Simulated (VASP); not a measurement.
A run of VASP 6.6.1:

INCAR

```
SYSTEM = BeS
  ALGO = Normal
  EDIFF = 1E-8
  ENCUT = 520
  GGA = PE
  GGA_COMPAT = .False.
  ISIF = 2
  ISMEAR = 0
  LASPH = .True.
  LCHARG = .False.
  LEPSILON = .True.
  LREAL = .False.
  LWAVE = .False.
  NELM = 120
  PREC = Accurate
  SIGMA = 0.01
```

File KPOINTS:

```
k-points
0
Gamma
  9 9 9
  0 0 0
```

The input POSCAR:

```
BeS
1.0
    0.0000000000      2.4250000000      2.4250000000
    2.4250000000      0.0000000000      2.4250000000
    2.4250000000      2.4250000000      0.0000000000
S Be
1 1
Direct
    0.7500000000      0.7500000000      0.7500000000
    0.0000000000      0.0000000000      0.0000000000
```

Potentials or basis: VASP PAW PBE potentials, release 64 (S, Be).

The run is started by

```bash
$ cat potpaw_PBE.64/S/POTCAR potpaw_PBE.64/Be/POTCAR > POTCAR
$ mpirun -np 1 vasp_std > vasp.out
```

Hardware: 1 thread of Intel(R) Xeon(R) 6975P-C (Granite Rapids) (shared host).

Question: How long does it take, and how much memory?

Answer: It took 72 s on 1 thread of Intel(R) Xeon(R) 6975P-C (Granite Rapids), with other jobs on the host, peak memory 0.21 GiB. Counts: scf iterations 102, k points 35.
